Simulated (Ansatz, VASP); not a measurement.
**NaBe4 in VASP and in Ansatz**

```
CELL_PARAMETERS angstrom
-0.00163 4.27238 -0.00304
-0.00169 0.00348 3.85524
7.69003 0.00357 -0.00350
ATOMIC_POSITIONS crystal
Na 0.39999 0.49984 0.24999
Na 0.40001 0.50015 0.75000
Be 0.89998 0.99979 0.25000
Be 0.90002 0.00019 0.75001
Be 0.66688 0.00002 0.00001
Be 0.66684 0.00004 0.50002
Be 0.90000 0.50000 0.99999
Be 0.90000 0.50001 0.50000
Be 0.13316 0.99997 0.00000
Be 0.13313 0.99998 0.49999
```

Change from the starting cell: cell x2, atoms moved at random (sigma 0.15 Å) and cell strained at random (1.5 %), then relaxed without symmetry.

Alike in both runs: functional PBE; k mesh 6 × 6 × 4; occupations gaussian, width 0.2 eV; no spin polarisation.

Ansatz relaxed the structure, and its values are those at the end. VASP's run is a single point on that final structure, the one shown.

|  | VASP | Ansatz |
| --- | --- | --- |
| version | VASP 6.6.1 | Ansatz 0.2.0 |
| potentials or method | VASP PAW PBE potentials, release 64 (Na_pv, Be), cutoff 520 eV | scalar-relativistic, plane waves, PAW |
| valence electrons in the cell | 30 | 34 |

Ansatz gave:

| Item | Value |
| --- | --- |
| gap on the k mesh at the Fermi level (eV) | none |
| pressure (GPa) | 0.0 |
| rms of the force components (eV/Å) | 0.000 |

Task: Which values does VASP return?

Result: gap on the k mesh at the Fermi level (eV): none; pressure (GPa): 0.1; rms of the force components (eV/Å): 0.007.

A gap of «none» marks a metal or a gap that the smearing closes. VASP's potentials hold 30 valence electrons a cell and Ansatz's 34, so a difference there can come from the potentials and not from the codes.
